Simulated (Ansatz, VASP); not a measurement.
**Zn3GeO: VASP beside Ansatz**

```
Zn Ge O
1.0
     3.80781    0.00000    0.00000
     0.00000    3.80781    0.00000
     0.00000    0.00000    6.24958
Zn Ge O
3 1 1
Direct
  0.00000 0.50000 0.41491
  0.50000 0.50000 0.07723
  0.50000 0.00000 0.41491
  0.50000 0.50000 0.68578
  0.00000 0.00000 0.24908
```

Change from the starting cell: species swapped into the CeBPt3 type (P4mm, No. 99).

Alike in both runs: task relaxation of cell and atoms; functional PBE; k mesh 10 × 10 × 6; occupations gaussian, width 0.1 eV; no spin polarisation.

|  | VASP | Ansatz |
| --- | --- | --- |
| version | VASP 6.6.1 | Ansatz 0.2.0 |
| potentials or method | VASP PAW PBE potentials, release 64 (Zn, Ge_d, O), cutoff 600 eV | scalar-relativistic, plane waves, PAW |
| valence electrons in the cell | 56 | 56 |

```tsv
	VASP	Ansatz	Ansatz less VASP
gap on the k mesh at the Fermi level, each at its own relaxed structure (eV)	none	none	-
relaxed volume (Å³/atom)	18.54	18.52	-0.019
relaxed length of the cell vector where the two differ most in proportion (Å)	6.378	6.374	-0.0042
```

A gap of «none» marks a metal or a gap that the smearing closes.
